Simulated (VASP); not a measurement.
# MgO (P6_3/mmc) in VASP: a series of runs

The runs below take MgO through single point, relaxation of cell and atoms, with PBE.

Program: VASP 6.6.1. These are calculated values, not measurements. Logs are shortened: lines on timing, memory, paths and dates and some standing lists are left out, and cuts for length are marked.

### Step 1. The cell of the first run

The structure is hexagonal, space group P6_3/mmc (No. 194). The conventional cell has a = 2.982 Å, b = 2.982 Å, c = 10.078 Å, α = 90.00°, β = 90.00°, γ = 120.00°. Within 2.8 Å of Mg (site symmetry 3m) lie 6 O at 2.12 to 2.15 Å and 1 Mg at 2.58 Å. O (site symmetry -3m) has 6 Mg at 2.12 Å within 2.8 Å. O (site symmetry -6m2) has 6 Mg at 2.15 Å within 2.8 Å.

### Step 2. Single point, PBE

The input, INCAR:

```
  PREC = Accurate
  ENCUT = 520
  EDIFF = 1E-6
  ISMEAR = 0
  SIGMA = 0.02
  LREAL = F
  LASPH = T
  NELM = 60
  ALGO = Normal
  ISIF = 2
  LWAVE = F
  LCHARG = F
  GGA = PE
  NBANDS = 26
```

The input, KPOINTS:

```
regular mesh
0
Gamma
  12 12 4
```

The input, POSCAR:

```
MgO
1.0
    2.9819920370      0.0000000000      0.0000000000
   -1.4909960185      2.5824808579      0.0000000000
    0.0000000000      0.0000000000     10.0777084887
Mg O
4 4
Direct
    0.6666666667      0.3333333333      0.8780532827
    0.3333333333      0.6666666667      0.1219467173
    0.3333333333      0.6666666667      0.3780532827
    0.6666666667      0.3333333333      0.6219467173
    0.0000000000      0.0000000000      0.0000000000
    0.0000000000      0.0000000000      0.5000000000
    0.6666666667      0.3333333333      0.2500000000
    0.3333333333      0.6666666667      0.7500000000
```

Potentials or basis: VASP PAW PBE potentials, release 64 (Mg, O).

The run is started by

```console
$ cat potpaw_PBE.64/Mg/POTCAR potpaw_PBE.64/O/POTCAR > POTCAR
$ mpirun -np 1 vasp_std > vasp.out
```

OUTCAR:

```text
PREC = Accurate
   ENCUT = 520
   EDIFF = 1E-6
   ISMEAR = 0
   LREAL = F
   LASPH = T
   NELM = 60
   ISIF = 2
   GGA = PE

 ion  position               nearest neighbor table
   1  0.667  0.333  0.878-   5 2.12   5 2.12   5 2.12   8 2.15   8 2.15   8 2.15   4 2.58   2 3.00
                             2 3.00   2 3.00
   2  0.333  0.667  0.122-   5 2.12   5 2.12   5 2.12   7 2.15   7 2.15   7 2.15   3 2.58   1 3.00
                             1 3.00   1 3.00
   3  0.333  0.667  0.378-   6 2.12   6 2.12   6 2.12   7 2.15   7 2.15   7 2.15   2 2.58   4 3.00
                             4 3.00   4 3.00
   4  0.667  0.333  0.622-   6 2.12   6 2.12   6 2.12   8 2.15   8 2.15   8 2.15   1 2.58   3 3.00
                             3 3.00   3 3.00
   5  0.000  0.000  0.000-   1 2.12   2 2.12   2 2.12   1 2.12   1 2.12   2 2.12
   6  0.000  0.000  0.500-   3 2.12   4 2.12   3 2.12   4 2.12   4 2.12   3 2.12
   7  0.667  0.333  0.250-   2 2.15   3 2.15   2 2.15   3 2.15   2 2.15   3 2.15
   8  0.333  0.667  0.750-   1 2.15   4 2.15   1 2.15   4 2.15   1 2.15   4 2.15

  LATTYP: Found a hexagonal cell.
 ALAT       =     2.9819920370
 C/A-ratio  =     3.3795222669

  Lattice vectors:

 A1 = (   2.9819920370,   0.0000000000,   0.0000000000)
 A2 = (  -1.4909960185,   2.5824808579,   0.0000000000)
 A3 = (   0.0000000000,   0.0000000000,  10.0777084887)

Analysis of symmetry for initial positions (statically):
=====================================================================
 Subroutine PRICEL returns:
 Original cell was already a primitive cell.

 Routine SETGRP: Setting up the symmetry group for a
 hexagonal supercell.

 Subroutine GETGRP returns: Found 24 space group operations
 (whereof 12 operations were pure point group operations)
 out of a pool of 24 trial point group operations.

The static configuration has the point symmetry D_3d.
 The point group associated with its full space group is D_6h.

Analysis of symmetry for dynamics (positions and initial velocities):
=====================================================================
 Subroutine PRICEL returns:
 Original cell was already a primitive cell.

 Routine SETGRP: Setting up the symmetry group for a
 hexagonal supercell.

 Subroutine GETGRP returns: Found 24 space group operations
 (whereof 12 operations were pure point group operations)
 out of a pool of 24 trial point group operations.

The dynamic configuration has the point symmetry D_3d.
 The point group associated with its full space group is D_6h.

 Subroutine INISYM returns: Found 24 space group operations
 (whereof 12 operations are pure point group operations),
 and found     1 'primitive' translations

----------------------------------------------------------------------------------------

                                     Primitive cell

  volume of cell :      77.6078

  direct lattice vectors                    reciprocal lattice vectors
     2.981992037  0.000000000  0.000000000     0.335346301  0.193612277  0.000000000
    -1.490996018  2.582480858  0.000000000     0.000000000  0.387224555  0.000000000
     0.000000000  0.000000000 10.077708489     0.000000000  0.000000000  0.099228907

  length of vectors
     2.981992037  2.981992037 10.077708489     0.387224555  0.387224555  0.099228907

  position of ions in fractional coordinates (direct lattice)
     0.666666667  0.333333333  0.878053283
     0.333333333  0.666666667  0.121946717
     0.333333333  0.666666667  0.378053283
     0.666666667  0.333333333  0.621946717
     0.000000000  0.000000000  0.000000000
     0.000000000  0.000000000  0.500000000
     0.666666667  0.333333333  0.250000000
     0.333333333  0.666666667  0.750000000

  ion indices of the primitive-cell ions
   primitive index   ion index
                 1           1
                 2           2
                 3           3
                 4           4
                 5           5
                 6           6
                 7           7
                 8           8

----------------------------------------------------------------------------------------

 KPOINTS: regular mesh

Automatic generation of k-mesh.
 Grid dimensions read from file:
 generate k-points for:   12   12    4

 Generating k-lattice:

  Cartesian coordinates                     Fractional coordinates (reciprocal lattice)
     0.027945525  0.016134356  0.000000000     0.083333333  0.000000000  0.000000000
     0.000000000  0.032268713  0.000000000     0.000000000  0.083333333  0.000000000
     0.000000000  0.000000000  0.024807227     0.000000000  0.000000000  0.250000000

  Length of vectors
     0.032268713  0.032268713  0.024807227

  Shift w.r.t. Gamma in fractional coordinates (k-lattice)
     0.000000000  0.000000000  0.000000000

 Subroutine IBZKPT returns following result:
 ===========================================

 Found     57 irreducible k-points:

 Following reciprocal coordinates:
            Coordinates               Weight
  0.000000  0.000000  0.000000      1.000000
  0.083333 -0.000000  0.000000      6.000000
  0.166667 -0.000000  0.000000      6.000000
  0.250000 -0.000000  0.000000      6.000000
  0.333333 -0.000000  0.000000      6.000000
  0.416667 -0.000000  0.000000      6.000000
[... 16 lines left out ...]
  0.250000 -0.000000  0.250000     12.000000
  0.333333 -0.000000  0.250000     12.000000
 [... further k-points ...]
   k-points           NKPTS =     57   k-points in BZ     NKDIM =     57   number of bands    NBANDS=     26
   number of dos      NEDOS =    301   number of ions     NIONS =      8
   total plane-waves  NPLWV =  46080
   dimension x,y,z NGX =    24 NGY =   24 NGZ =   80
   dimension x,y,z NGXF=    48 NGYF=   48 NGZF=  160
   ions per type =               4   4
   NGX,Y,Z   is equivalent  to a cutoff of  13.38, 13.38, 13.20 a.u.
   NGXF,Y,Z  is equivalent  to a cutoff of  26.76, 26.76, 26.39 a.u.
 SYSTEM =  unknown system
   PREC   = accura    normal or accurate (medium, high low for compatibility)
   ISTART =      0    job   : 0-new  1-cont  2-samecut
   ICHARG =      2    charge: 1-file 2-atom 10-const
   ISPIN  =      1    spin polarized calculation?
   LNONCOLLINEAR =      F non collinear calculations
   LSORBIT =      F    spin-orbit coupling
   LASPH  =      T    aspherical Exc in radial PAW
   ENCUT  =  520.0 eV  38.22 Ry    6.18 a.u.   5.54  5.54 18.74*2*pi/ulx,y,z
   NELM   =     60;   NELMIN=  2; NELMDL= -5     # of ELM steps
   EDIFF  = 0.1E-05   stopping-criterion for ELM
   LREAL  =      F    real-space projection
   EDIFFG = 0.1E-04   stopping-criterion for IOM
   NSW    =      0    number of steps for IOM
   IBRION =     -1    ionic relax: 0-MD 1-quasi-New 2-CG
   NFREE  =      0    steps in history (QN), initial steepest desc. (CG)
   ISIF   =      2    stress and relaxation
   ISYM   =      2    0-nonsym 1-usesym 2-fastsym
   POTIM  = 0.5000    time-step for ionic-motion
   TEBEG  =    0.0;   TEEND  =   0.0 temperature during run
   PSTRESS=    0.0 pullay stress
   NELECT =      32.0000    total number of electrons
   NUPDOWN=      -1.0000    fix difference up-down
   EMIN   =  10.00;   EMAX   =-10.00  energy-range for DOS
   EFERMI =   0.00;   METHOD = LEGACY
   ISMEAR =     0;   SIGMA  =   0.02  broadening in eV -4-tet -1-fermi 0-gaus
   EFERMI_NEDOS =   21; number of points for ismear=-14 and -15
   IALGO  =     38    algorithm
   IMIX   =      4    mixing-type and parameters
     AMIX     =   0.40;   BMIX     =  1.00
     AMIX_MAG =   1.60;   BMIX_MAG =  1.00
  volume/ion in A,a.u.               =       9.70        65.47
  Fermi-wavevector in a.u.,A,eV,Ry     =   1.218493  2.302618 20.200912  1.484725
  Thomas-Fermi vector in A             =   2.353778
   LORBIT       =      0    0 simple, 1 ext, 2 COOP (PROOUT), +10 PAW based schemes
   GGA     = PE    functional components
   LHFCALC =     F    Hartree Fock is set to
   AEXX    =    0.0000 exact exchange contribution
   IVDW    =     0    specifies the selected vdW correction
   LEPSILON=     F    determine dielectric tensor
   LRPA    =     F    only Hartree local field effects (RPA)
 non-spin polarized calculation
 Gauss-broadening in eV      SIGMA  =   0.02
  energy-cutoff  :      520.00
  volume of cell :       77.61
 maximum number of plane-waves:      2126
 NGX is ok and might be reduce to    24
   NGX = 11   NGY = 11   NGZ = 37

 number of electron      32.0000005 magnetization

 Free energy of the ion-electron system (eV)
  ---------------------------------------------------
  ext. energy  EPLUGINS =         0.00000000
  ---------------------------------------------------
  free energy    TOTEN  =       -47.03838688 eV

  energy without entropy =      -47.03838688  energy(sigma->0) =      -47.03838688

 E-fermi :   3.2586     XC(G=0): -10.8929

 val. band max:        3.1106871247   @ k =   0.0000   0.0000   0.0000
 cond. band min:       7.2606682026   @ k =   0.0000   0.0000   0.0000
 fundamental gap:      4.1499810779
 Fermi energy:         3.2585599186

 k-point     1 :       0.0000    0.0000    0.0000
  band No.  band energies     occupation
      1     -14.2270      2.00000
      2     -13.9185      2.00000
      3     -13.3926      2.00000
      4     -12.9982      2.00000
      5      -1.6640      2.00000
      6       0.0123      2.00000
[... 18 lines left out ...]
     25      18.7828      0.00000
     26      18.7828      0.00000

 k-point     2 :       0.0833   -0.0000    0.0000
  band No.  band energies     occupation
      1     -14.1652      2.00000
      2     -13.8693      2.00000
      3     -13.3435      2.00000
      4     -12.9680      2.00000
      5      -1.5666      2.00000
      6       0.0199      2.00000
[... 18 lines left out ...]
     25      17.8514      0.00000
[... 608 lines left out ...]
     25      15.7446      0.00000
     26      16.0428      0.00000

 k-point    24 :       0.3333   -0.0000    0.2500
  band No.  band energies     occupation
      1     -13.4369      2.00000
      2     -13.3495      2.00000
      3     -12.7761      2.00000
      4     -12.6764      2.00000
      5      -0.8679      2.00000
      6      -0.6694      2.00000
[... 18 lines left out ...]
     25      15.3032      0.00000
     26      15.6003      0.00000

 [... further k-points ...]
[... 5 lines left out ...]
  --------------------------------------------------------------------------------------
  -------------------------------------------------------------------------------------
  Total       -0.3242113     -0.3242113     -0.3169439      0.0000000      0.0000000      0.0000000
  in kB       -6.6931936     -6.6931936     -6.5431603      0.0000000      0.0000000      0.0000000
  external PRESSURE =      -6.6431825 kB  Pullay stress =       0.0000000 kB

 VOLUME and BASIS-vectors are now :
 -----------------------------------------------------------------------------
  energy-cutoff  :      520.00
  volume of cell :       77.61
      direct lattice vectors                 reciprocal lattice vectors
     2.981992037  0.000000000  0.000000000     0.335346301  0.193612277  0.000000000
    -1.490996018  2.582480858  0.000000000     0.000000000  0.387224555  0.000000000
     0.000000000  0.000000000 10.077708489     0.000000000  0.000000000  0.099228907

 POSITION                                       TOTAL-FORCE (eV/Angst)
 -----------------------------------------------------------------------------------
      1.49100      0.86083      8.84877        -0.000000      0.000000      0.003423
     -0.00000      1.72165      1.22894         0.000000     -0.000000     -0.003423
     -0.00000      1.72165      3.80991         0.000000     -0.000000      0.003423
      1.49100      0.86083      6.26780        -0.000000      0.000000     -0.003423
      0.00000      0.00000      0.00000         0.000000      0.000000      0.000000
      0.00000      0.00000      5.03885         0.000000      0.000000      0.000000
      1.49100      0.86083      2.51943         0.000000     -0.000000      0.000000
     -0.00000      1.72165      7.55828        -0.000000      0.000000      0.000000
 -----------------------------------------------------------------------------------
    total drift:                                0.000000     -0.000000      0.000000

  FREE ENERGIE OF THE ION-ELECTRON SYSTEM (eV)
  ---------------------------------------------------
  free  energy   TOTEN  =       -47.0383868822 eV

  energy  without entropy=      -47.0383868822  energy(sigma->0) =      -47.03838688
```

Wall time 47 s (1 thread of Intel Xeon 6975P-C (Granite Rapids), shared host); peak memory 0.25 GiB.

Results:

| Quantity | Value |
| --- | --- |
| Free energy | -47.0384 eV |
| Pressure | -0.7 GPa |
| Largest force | 0.003 eV/Å |
| Band gap on the k mesh | 4.15 eV, direct |

Forces in eV/Å, atoms in the order of the input:
```
Mg   0.000  0.000  0.003
Mg   0.000  0.000 -0.003
Mg   0.000  0.000  0.003
Mg   0.000  0.000 -0.003
O    0.000  0.000  0.000
O    0.000  0.000  0.000
O    0.000  0.000  0.000
O    0.000  0.000  0.000
```

A k mesh can miss the band edges. A hybrid or GW would open this gap; PBE tends to underestimate it.

### Step 3. Relaxation of cell and atoms, PBE

The input, INCAR:

```
PREC = Accurate
ENCUT = 600
EDIFF = 1E-6
ISMEAR = 0
SIGMA = 0.02
LREAL = False
LASPH = True
NELM = 80
ALGO = Normal
ISIF = 3
LWAVE = False
LCHARG = False
GGA = PE
IBRION = 2
NSW = 100
EDIFFG = -0.01
```

The input, KPOINTS:

```
Automatic mesh
0
Gamma
  12 12 4
```

The input, POSCAR:

```
MgO
1.0
    2.9816357550      0.0000000000      0.0000000000
   -1.4908178775      2.5821723086      0.0000000000
    0.0000000000      0.0000000000     10.0787058365
Mg O
4 4
Direct
    0.6666666667      0.3333333333      0.8780485660
    0.3333333333      0.6666666667      0.1219514340
    0.3333333333      0.6666666667      0.3780485660
    0.6666666667      0.3333333333      0.6219514340
    0.0000000000      0.0000000000      0.0000000000
    0.0000000000      0.0000000000      0.5000000000
    0.6666666667      0.3333333333      0.2500000000
    0.3333333333      0.6666666667      0.7500000000
```

Potentials or basis: VASP PAW PBE potentials, release 64 (Mg, O).

The run is started by

```console
$ cat potpaw_PBE.64/Mg/POTCAR potpaw_PBE.64/O/POTCAR > POTCAR
$ mpirun -np 1 vasp_std > vasp.out
```

It took 83 s on 1 thread of Intel Xeon 6975P-C (Granite Rapids), shared host; peak memory 0.27 GiB.

It converged, with:

```yaml
Free_energy: -47.0521 eV
Relaxed_volume: 9.64 Å³/atom
Relaxed_cell: a = 2.976 Å, b = 2.976 Å, c = 10.057 Å, α = 90.00°, β = 90.00°, γ = 120.00°
Space_group_after_relaxing_to_0.05_Å: P6_3/mmc (No. 194)
Energy_gained_by_relaxing: 0.2 meV/atom
Ionic_steps: 3
Pressure_after_relaxing: 0.0 GPa
Band_gap_on_the_k_mesh: 4.21 eV, direct
```

Step by step:
| step | energy change (eV) | largest force (eV/Å) | pressure (GPa) | volume (Å³) |
| --- | --- | --- | --- | --- |
| 1 | 0.0000 | 0.0037 | -0.89 | 77.60 |
| 2 | -0.0012 | 0.0019 | 0.28 | 77.00 |
| 3 | -0.0013 | 0.0014 | -0.01 | 77.13 |

Final structure:
```yaml
crystal:
  lattice:
    - [2.97580, 0.00000, 0.00000]
    - [-1.48790, 2.57712, 0.00000]
    - [0.00000, 0.00000, 10.05745]
  atoms:
    - { symbol: Mg, position: [0.66667, 0.33333, 0.87806] }
    - { symbol: Mg, position: [0.33333, 0.66667, 0.12194] }
    - { symbol: Mg, position: [0.33333, 0.66667, 0.37806] }
    - { symbol: Mg, position: [0.66667, 0.33333, 0.62194] }
    - { symbol: O, position: [0.00000, 0.00000, 0.00000] }
    - { symbol: O, position: [0.00000, 0.00000, 0.50000] }
    - { symbol: O, position: [0.66667, 0.33333, 0.25000] }
    - { symbol: O, position: [0.33333, 0.66667, 0.75000] }
```

Levels at points of the mesh, in eV from the valence-band top:
| k point | band 14 | band 15 | band 16 | band 17 | band 18 | band 19 |
| --- | --- | --- | --- | --- | --- | --- |
| (0.00, 0.00, 0.00) | -0.12 | 0.00 | 0.00 | 4.21 | 6.50 | 6.73 |
| (0.50, 0.00, 0.00) | -1.02 | -0.80 | -0.67 | 7.51 | 8.52 | 9.31 |
| (0.00, 0.00, 0.50) | -0.06 | -0.06 | -0.06 | 5.11 | 5.11 | 7.53 |
| (0.50, 0.00, 0.50) | -1.38 | -0.73 | -0.73 | 8.10 | 8.10 | 9.52 |

A k mesh can miss the band edges. PBE gaps usually lie below the measured ones, often by a third to a half.
